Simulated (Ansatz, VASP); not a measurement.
**Two plane-wave programs on MgO**

```
Mg O
1.0
     0.00000    2.07960    2.07960
     2.07960    0.00000    2.07960
     2.07960    2.07960    0.00000
Mg O
1 1
Direct
  0.00000 0.00000 0.00000
  0.50000 0.50000 0.50000
```

Alike in both runs: functional LDA; k mesh 8 × 8 × 8; no spin polarisation.

Ansatz relaxed the structure, and its values are those at the end. VASP's run is a single point on that final structure, the one shown.

```csv
,VASP,Ansatz
version,VASP 6.6.1,Ansatz 0.2.0
potentials or method,"VASP PAW LDA potentials, release 64 (Mg_sv, O)","plane waves, PAW"
plane-wave cutoff (eV),750,420
occupations,"gaussian, width 0.01 eV",fixed
valence electrons in the cell,16,16
```

```tsv
	VASP	Ansatz	Ansatz less VASP
pressure (GPa)	0.1	0.0	-0.06
```

LDA's correlation is that of Perdew and Zunger in VASP and of Perdew and Wang (1992) in Ansatz.
